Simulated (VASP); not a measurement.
Write the native input for VASP 6.6.1 that does the following.

| Quantity | Value |
| --- | --- |
| Task | single point |
| Functional | PBEsol |
| Potentials or basis | VASP PAW PBE potentials, release 64 (W_sv, C) |
| Cutoff | 520 eV |
| k mesh | 24 × 24 × 24 |
| Occupations | gaussian, width 0.15 eV |
| Spin | no spin polarisation |
| Dipole correction | no |
| Further INCAR settings | ALGO = Normal; EDIFF = 1e-06; NBANDS = 16 |

The structure of WC lies in POSCAR:

```
WC
1.0
    0.0000000000      2.1183682398      2.2813196429
    2.1183682398      0.0000000000      2.2813196429
    2.1183682398      2.1183682398      0.0000000000
W C
1 1
Direct
    0.0000000000      0.0000000000      0.0000000000
    0.5000000000      0.5000000000      0.5000000000
```

This cell differs from its parent crystal: strain -0.025 along x and y, +0.050 along z.

The input as run:

INCAR

```
SYSTEM = WC
PREC = Accurate
ENCUT = 520
EDIFF = 1E-6
ISMEAR = 0
SIGMA = 0.15
LREAL = .FALSE.
LASPH = .TRUE.
NELM = 80
ALGO = Normal
ISIF = 2
LWAVE = .FALSE.
LCHARG = .FALSE.
GGA = PS
NBANDS = 16
```

KPOINTS

```
regular mesh
0
G
  24 24 24
  0 0 0
```

Potentials or basis: VASP PAW PBE potentials, release 64 (W_sv, C).

The run is started by

```sh
$ cat potpaw_PBE.64/W_sv/POTCAR potpaw_PBE.64/C/POTCAR > POTCAR
$ mpirun -np 1 vasp_std > vasp.out
```

Results of the run:

```
Pressure               : 6.4 GPa
Band gap on the k mesh : zero (bands 9 and 10 overlap by 3.01 eV)
```

Caveat: the cell differs from its parent crystal (strain -0.025 along x and y, +0.050 along z); the stress differs along the axes, from -21 to 20 GPa; the PAW data sets were made with another functional, which shifts forces and pressure a little; spin-orbit coupling is left out, which moves the levels of the heavy elements.

It took 80 s on 1 thread of Intel(R) Xeon(R) 6975P-C (Granite Rapids) (shared host), peak memory 0.44 GiB.
